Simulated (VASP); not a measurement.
Set up this calculation in VASP 6.6.1, as the native input.

```
Task                   : relaxation of shape and atoms at fixed volume
Functional             : PBE
Potentials or basis    : VASP PAW PBE potentials, release 64 (Cd, Se)
Cutoff                 : 600 eV
k mesh                 : 10 × 10 × 6
Occupations            : gaussian, width 0.05 eV
Spin                   : no spin polarisation
Dipole correction      : no
Further INCAR settings : ALGO = Normal; EDIFF = 1e-07; IBRION = 2; EDIFFG = -0.01; NSW = 60; ISIF = 4
```

The structure of CdSe lies in POSCAR:

```
CdSe
1.0
    4.4123790291      0.0000000000      0.0000000000
   -2.2061895145      3.8212323303      0.0000000000
    0.0000000000      0.0000000000      7.2018003161
Cd Se
2 2
Direct
    0.6666666667      0.3333333333     -0.0003929495
    0.3333333333      0.6666666667      0.4996070505
    0.6666666667      0.3333333333      0.3753929495
    0.3333333333      0.6666666667      0.8753929495
```

This cell differs from its parent crystal: volume scaled by 1.020.

The input as run:

INCAR

```
ALGO = Normal ; EDIFF = 1E-7
EDIFFG = -0.01 ; ENCUT = 600
GGA = PE ; IBRION = 2
ISIF = 4 ; ISMEAR = 0
LASPH = True ; LCHARG = False
LREAL = False ; LWAVE = False
NELM = 80 ; NSW = 60
PREC = Accurate ; SIGMA = 0.05
```

KPOINTS

```
k-points
0
Gamma
  10 10 6
```

Potentials or basis: VASP PAW PBE potentials, release 64 (Cd, Se).

Command:

```sh
$ cat potpaw_PBE.64/Cd/POTCAR potpaw_PBE.64/Se/POTCAR > POTCAR
$ mpirun -np 1 vasp_std > vasp.out
```

Results of the run:

* Pressure after relaxing: -0.7 GPa
* Band gap on the k mesh: 0.50 eV, direct

Caveat: the relaxation stopped at its first step, so nothing moved.

Run time: 5.5 min on 1 thread of Intel Xeon 6975P-C, with other jobs on the host, peak memory 0.37 GiB.
